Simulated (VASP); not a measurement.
Input of a VASP 6.6.1 run:

INCAR

```
SYSTEM = Ni3O
ALGO     = Normal         ! electronic algorithm
EDIFF    = 1E-7           ! SCF threshold, eV
EDIFFG   = -0.04          ! ionic threshold
ENCUT    = 600            ! plane-wave cutoff, eV
GGA      = PE             ! functional
IBRION   = 2              ! ionic algorithm
ISIF     = 3              ! what is computed and relaxed
ISMEAR   = 0              ! smearing method
ISPIN    = 2              ! spin polarisation
LASPH    = .TRUE.         ! aspherical terms in the spheres
LCHARG   = .FALSE.        ! write CHGCAR
LMAXMIX  = 4              ! l up to which the mixer works
LORBIT   = 11             ! projections on sites
LREAL    = .FALSE.        ! projectors in reciprocal space
LWAVE    = .FALSE.        ! write WAVECAR
MAGMOM   = 2 2 2 0        ! initial moments
NELM     = 150            ! most SCF steps
NSW      = 90             ! ionic steps
PREC     = Accurate       ! precision mode
SIGMA    = 0.1            ! smearing width, eV
```

KPOINTS

```
k-points
0
G
  6 6 6
  0 0 0
```

Contents of POSCAR:

```
Ni3O
1.0
    0.0000000000      2.5372305500      2.5372305500
    2.5372305500      0.0000000000      2.5372305500
    2.5372305500      2.5372305500      0.0000000000
Ni O
3 1
Direct
    0.2500000000      0.2500000000      0.2500000000
    0.7500000000      0.7500000000      0.7500000000
    0.5000000000      0.5000000000      0.5000000000
    0.0000000000      0.0000000000      0.0000000000
```

Potentials or basis: VASP PAW PBE potentials, release 64 (Ni, O).

The run is started by

```console
$ cat potpaw_PBE.64/Ni/POTCAR potpaw_PBE.64/O/POTCAR > POTCAR
$ mpirun -np 1 vasp_std > vasp.out
```

Predict the relaxed volume.

10.49 Å³/atom.

What does it give for the space group after relaxing (to 0.1 Å)?

Fm-3m (No. 225).

Final structure:
```
Ni O
1.0
     0.00000    2.75767    2.75767
     2.75767    0.00000    2.75767
     2.75767    2.75767    0.00000
Ni O
3 1
Cartesian
  1.3788 1.3788 1.3788
  4.1365 4.1365 4.1365
  2.7577 2.7577 2.7577
  0.0000 0.0000 0.0000
```

Caveat: the volume moved by over 15 % at a fixed basis, so the end points are rough.
